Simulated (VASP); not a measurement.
Crystal: KCl.

```
K Cl
1.0
     0.00000    3.14647    3.14647
     3.14647    0.00000    3.14647
     3.14647    3.14647    0.00000
K Cl
1 1
Direct
  0.00000 0.00000 0.00000
  0.50000 0.50000 0.50000
```

```yaml
Program: VASP 6.6.1
Task: relaxation of cell and atoms
Functional: PBE
Potentials_or_basis: VASP PAW PBE potentials, release 64 (K_sv, Cl)
Cutoff: 600 eV
k_mesh: 6 × 6 × 6
Occupations: gaussian, width 0.02 eV
Spin: no spin polarisation
```

At the start: pressure 0.8 GPa; volume 31.15 Å³/atom.

**Question.** How do energy, volume and symmetry change on relaxing?

**Answer.** Over 3 steps the energy falls by 3.5 meV/atom and the volume is 32.58 Å³/atom (+4.6 %); space group Fm-3m (No. 225, to 0.05 Å).

The path:
| step | energy change (eV) | largest force (eV/Å) | pressure (GPa) | volume (Å³) |
| --- | --- | --- | --- | --- |
| 1 | 0.0000 | 0.0000 | 0.82 | 62.30 |
| 2 | -0.0053 | 0.0000 | 0.37 | 63.75 |
| 3 | -0.0070 | 0.0000 | 0.00 | 65.16 |

Final structure:
```cif
data_structure
_symmetry_space_group_name_H-M 'P 1'
_symmetry_Int_Tables_number 1
_cell_length_a 4.5167
_cell_length_b 4.5167
_cell_length_c 4.5167
_cell_angle_alpha 60.000
_cell_angle_beta 60.000
_cell_angle_gamma 60.000
_cell_volume 65.16
loop_
_atom_site_label
_atom_site_type_symbol
_atom_site_fract_x
_atom_site_fract_y
_atom_site_fract_z
_atom_site_occupancy
K1 K 0.00000 0.00000 0.00000 1
Cl1 Cl 0.50000 0.50000 0.50000 1
```
